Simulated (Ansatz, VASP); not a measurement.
**Cd2SO: VASP beside Ansatz**

File INCAR:

```
PREC     = Accurate       # precision mode
ENCUT    = 700            # plane-wave cutoff, eV
EDIFF    = 1E-6           # SCF threshold, eV
ISMEAR   = -1             # smearing method
SIGMA    = 0.02           # smearing width, eV
LREAL    = F              # projectors in reciprocal space
LASPH    = T              # aspherical terms in the spheres
NELM     = 120            # most SCF steps
ALGO     = Normal         # electronic algorithm
ISIF     = 2              # what is computed and relaxed
LWAVE    = F              # write WAVECAR
LCHARG   = F              # write CHGCAR
GGA      = PE             # functional
NBANDS   = 34             # bands
GGA_COMPAT= F
```

Contents of KPOINTS:

```
regular mesh
0
Gamma
  6 6 4
```

POSCAR

```
Cd2SO
1.0
    3.8492308998      0.0000000000      0.0000000000
    0.0000000000      3.8492308998      0.0000000000
    0.0000000000      0.0000000000      5.3284187466
O Cd S
1 2 1
Direct
    0.0000000000      0.0000000000      0.0000000000
    0.0000000000      0.5000000000      0.7925351347
    0.5000000000      0.0000000000      0.2074648653
    0.5000000000      0.5000000000      0.5000000000
```

Input for Ansatz:

```yaml
crystal:
  lattice:
    - [3.8492308998, 0.0, 0.0]
    - [0.0, 3.8492308998, 0.0]
    - [0.0, 0.0, 5.3284187466]
  atoms:
    - { symbol: O, position: [0.0, 0.0, 0.0] }
    - { symbol: Cd, position: [0.0, 0.5, 0.7925351347] }
    - { symbol: S, position: [0.5, 0.5, 0.5] }
    - { symbol: Cd, position: [0.5, 0.0, 0.2074648653] }
kpoints:
  mp_grid: { grid: [6, 6, 4] }
hamiltonian:
  xc: pbe
scf:
  occupations: { method: fermi_dirac, width: 0.02 }
  n_extra_bands: 5
output:
  forces: true
  stress: true
  eigenvalues: true
```

Alike in both runs: task single point; functional PBE; k mesh 6 × 6 × 4; occupations fermi-dirac, width 0.02 eV; no spin polarisation.

|  | VASP | Ansatz |
| --- | --- | --- |
| version | VASP 6.6.1 | Ansatz 0.2.0 |
| potentials or method | VASP PAW PBE potentials, release 64 (O, Cd_sv_GW, S) | plane waves, PAW |
| plane-wave cutoff (eV) | 700 | 420 |
| valence electrons in the cell | 52 | 52 |

```csv
,VASP,Ansatz,Ansatz less VASP
pressure (GPa),4.9,5.0,+0.04
rms of the force components (eV/Å),0.019,0.022,+0.0028
```
